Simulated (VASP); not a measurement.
**Si: single point with HSE06**

The system is Si.

```
Si
1.0
     2.53211    0.00000    0.00000
     0.00000    2.53211    0.00000
     0.00000    0.00000    2.53211
Si
1
Direct
  0.50000 0.50000 0.50000
```

This isn't the form of Si at room conditions, which is diamond.

```json
{"Program": "VASP 6.6.1", "Task": "single point", "Functional": "HSE06", "Potentials or basis": "VASP PAW PBE potentials, release 64 (Si)", "Cutoff": "520 eV", "k mesh": "5 × 5 × 5", "Occupations": "fermi-dirac, width 0.05 eV", "Spin": "no spin polarisation"}
```

```yaml
Pressure: 1.2 GPa
Band_gap_on_the_k_mesh: zero (bands 2 and 3 overlap by 9.63 eV)
```

Levels at points of the mesh, in eV from the Fermi level:
| k point | band 1 | band 2 | band 3 | band 4 |
| --- | --- | --- | --- | --- |
| (0.00, 0.00, 0.00) | -14.60 | 8.63 | 8.63 | 8.91 |

Run time: 17 s on 1 thread of Intel(R) Xeon(R) 6975P-C (Granite Rapids), on a shared host, peak memory 0.21 GiB.

Caveat: the k points lie up to 0.50 Å⁻¹ apart, too coarse for converged energies and pressures of a metal; the PAW data sets were made with another functional, which shifts forces and pressure a little.
